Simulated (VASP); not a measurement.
**ZnS: single point with r2SCAN**

Crystal: ZnS.

```
CELL_PARAMETERS angstrom
-2.69451 -2.69451 0.00000
2.69451 -2.69451 0.00000
1.07781 -1.07781 10.77805
ATOMIC_POSITIONS crystal
Zn 0.50000 0.42500 0.18750
Zn 0.00000 0.82500 0.43750
Zn 0.50000 0.22500 0.68750
Zn 0.00000 0.62500 0.93750
S 0.50000 0.87500 0.31250
S 0.00000 0.27500 0.56250
S 0.50000 0.67500 0.81250
S 0.00000 0.47500 0.06250
```

```
Program                : VASP 6.6.1
Task                   : single point
Functional             : r2SCAN
Potentials or basis    : VASP PAW PBE potentials, release 64 (Zn, S)
Cutoff                 : 520 eV
k mesh                 : 6 × 6 × 2
Occupations            : gaussian, width 0.05 eV
Spin                   : no spin polarisation
Dipole correction      : no
Further INCAR settings : ALGO = Normal; EDIFF = 1e-06; NBANDS = 46
```

| Quantity | Value |
| --- | --- |
| Pressure | 31.6 GPa |
| Largest force | 63.449 eV/Å |
| Band gap on the k mesh | 2.58 eV, direct |

Forces on the atoms (eV/Å):
```
Zn   -0.051   0.051   0.265
Zn    0.009  -0.009  -0.028
Zn   -0.048   0.048  -0.186
Zn   11.767 -11.767 -60.112
S    -0.009   0.009   0.036
S     0.021  -0.021   0.032
S     0.319  -0.319  -1.143
S   -12.007  12.007  61.135
```

Stress tensor (GPa, compression positive):
```
  3.84  -3.39 -17.15
 -3.39   3.84  17.15
-17.15  17.15  87.11
```

Levels at points of the mesh, in eV from the valence-band top:
| k point | band 32 | band 33 | band 34 | band 35 | band 36 | band 37 | band 38 | band 39 | band 40 | band 41 |
| --- | --- | --- | --- | --- | --- | --- | --- | --- | --- | --- |
| (0.00, 0.00, 0.00) | -1.34 | -0.67 | -0.49 | -0.01 | 0.00 | 2.58 | 3.60 | 4.30 | 4.44 | 4.73 |
| (0.50, 0.00, 0.00) | -1.15 | -1.07 | -1.03 | -0.88 | -0.83 | 3.66 | 4.05 | 5.01 | 5.96 | 6.73 |
| (0.00, 0.50, 0.00) | -1.26 | -1.09 | -1.03 | -0.68 | -0.36 | 3.49 | 4.03 | 4.89 | 4.99 | 5.74 |
| (0.50, 0.50, 0.00) | -2.81 | -2.67 | -2.43 | -2.01 | -1.84 | 3.14 | 3.88 | 4.31 | 4.46 | 5.42 |
| (0.00, 0.00, 0.50) | -1.17 | -0.95 | -0.70 | -0.37 | -0.15 | 3.30 | 3.76 | 3.88 | 4.18 | 4.56 |
| (0.50, 0.00, 0.50) | -1.56 | -1.26 | -1.07 | -1.03 | -0.88 | 4.32 | 4.49 | 4.50 | 5.50 | 6.45 |
| (0.00, 0.50, 0.50) | -1.42 | -1.09 | -1.03 | -0.87 | -0.36 | 3.74 | 4.13 | 4.62 | 4.97 | 5.61 |
| (0.50, 0.50, 0.50) | -2.76 | -2.68 | -2.47 | -2.06 | -1.87 | 3.34 | 4.14 | 4.34 | 4.43 | 5.24 |

Run time: 18 min on 1 thread of Oxide Virtual Turin-like Processor, on a shared host, peak memory 0.33 GiB.

Caveat: the PAW data sets were made with another functional, which shifts forces and pressure a little. r2SCAN opens gaps a little over a GGA but as a rule still falls short of measured ones.
